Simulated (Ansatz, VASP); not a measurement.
**BN in VASP and in Ansatz**

```xyz
4
Lattice="2.5660 0.0000 0.0000 -1.2830 2.2222 0.0000 0.0000 0.0000 4.3035" Properties=species:S:1:pos:R:3 pbc="T T T"
B     0.0000    1.4815   -0.0018
B     1.2830    0.7407    2.1499
N     0.0000    1.4815    1.6113
N     1.2830    0.7407    3.7631
```

Change from the starting cell: strained cell.

Alike in both runs: task relaxation of the atoms; functional PBEsol; k mesh 9 × 9 × 6; occupations gaussian, width 0.02 eV; no spin polarisation.

```csv
,VASP,Ansatz
version,VASP 6.6.1,Ansatz 0.2.0
potentials or method,"VASP PAW PBE potentials, release 64 (B, N), cutoff 520 eV","scalar-relativistic, plane waves, PAW"
valence electrons in the cell,16,16
```

|  | VASP | Ansatz | Ansatz less VASP |
| --- | --- | --- | --- |
| gap on the k mesh at the Fermi level, each at its own relaxed structure (eV) | 5.00 | 5.01 | +0.017 |

VASP's potentials were made for PBE, not for PBEsol, and Ansatz warns of the same on its side. Ansatz's warnings: stress scf threshold loose.
